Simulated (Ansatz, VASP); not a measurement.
# One calculation of Zn, two programs

Contents of INCAR:

```
SYSTEM = Zn
PREC = Accurate
ENCUT = 520
EDIFF = 1E-6
ISMEAR = 0
SIGMA = 0.15
LREAL = .FALSE.
LASPH = .TRUE.
NELM = 100
ALGO = Fast
ISIF = 2
LWAVE = .FALSE.
LCHARG = .FALSE.
GGA = PE
NBANDS = 19
```

File KPOINTS:

```
regular mesh
0
G
  24 24 10
  0 0 0
```

POSCAR

```
Zn
1.0
    2.4516142089      0.0000000000      0.0000000000
   -1.2258071045      2.1231601852      0.0000000000
    0.0000000000      0.0000000000      4.9467000000
Zn
2
Direct
    0.3333333333      0.6666666667      0.2500000000
    0.6666666667      0.3333333333      0.7500000000
```

Input for Ansatz:

```yaml
crystal:
  lattice:
    - [2.4516142089, 0.0, 0.0]
    - [-1.2258071045, 2.1231601852, 0.0]
    - [0.0, 0.0, 4.9467]
  atoms:
    - { symbol: Zn, position: [0.3333333333, 0.6666666667, 0.25] }
    - { symbol: Zn, position: [0.6666666667, 0.3333333333, 0.75] }
basis:
  ecutwfc: 420
kpoints:
  mp_grid: { grid: [24, 24, 10] }
hamiltonian:
  xc: pbe
scf:
  occupations: { method: gaussian, width: 0.15 }
output:
  forces: true
  stress: true
  eigenvalues: true
  write_density: true
  write_potential: true
  elf: true
  volumetric_format: npy
```

Change from the starting cell: strain -0.080 along x and y, +0.000 along z, atoms carried along.

Alike in both runs: task single point; functional PBE; k mesh 24 × 24 × 10; occupations gaussian, width 0.15 eV; no spin polarisation.

|  | VASP | Ansatz |
| --- | --- | --- |
| version | VASP 6.6.1 | Ansatz 0.2.0 |
| potentials or method | VASP PAW PBE potentials, release 64 (Zn), cutoff 520 eV | scalar-relativistic, plane waves, PAW |
| valence electrons in the cell | 24 | 24 |

|  | VASP | Ansatz | Ansatz less VASP |
| --- | --- | --- | --- |
| gap on the k mesh at the Fermi level (eV) | none | none | - |
| pressure (GPa) | 23.4 | 22.8 | -0.62 |
| traceless stress, the component that is largest in VASP (GPa) | -12.71 | -12.34 | +0.373 |

A gap of «none» marks a metal or a gap that the smearing closes. The functional is the same, so the differences come from potentials, cutoffs and numerics.
